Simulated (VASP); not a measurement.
Input of a VASP 6.6.1 run:

The input INCAR:

```
SYSTEM = SnO2
PREC = Accurate
ENCUT = 520
EDIFF = 1E-6
ISMEAR = 0
SIGMA = 0.05
LREAL = .False.
LASPH = .True.
NELM = 100
ALGO = Normal
ISIF = 2
LWAVE = .False.
LCHARG = .True.
GGA = PS
LELF = .True.
LVHAR = .True.
NBANDS = 20
```

KPOINTS

```
Automatic mesh
0
Gamma
  12 12 12
  0 0 0
```

Contents of POSCAR:

```
SnO2
1.0
    1.6321500000      0.9423222419      4.1751333333
   -1.6321500000      0.9423222419      4.1751333333
    0.0000000000     -1.8846444837      4.1751333333
Sn O
1 2
Direct
    0.5000000000      0.5000000000      0.5000000000
    0.2414378084      0.2414378084      0.2414378084
    0.7585621916      0.7585621916      0.7585621916
```

Potentials or basis: VASP PAW PBE potentials, release 64 (Sn_d, O).

The run is started by

```bash
$ cat potpaw_PBE.64/Sn_d/POTCAR potpaw_PBE.64/O/POTCAR > POTCAR
$ mpirun -np 1 vasp_std > vasp.out
```

Estimate the band gap on the k mesh.

1.42 eV.

Predict the largest force.

0.370 eV/Å.

Stress tensor (GPa, compression positive):
```
-1.69  0.00  0.00
 0.00 -1.69  0.00
 0.00  0.00  2.42
```

Caveat: the PAW data sets were made with another functional, which shifts forces and pressure a little; spin-orbit coupling is left out, which moves the levels of the heavy elements. A k mesh can miss the band edges.
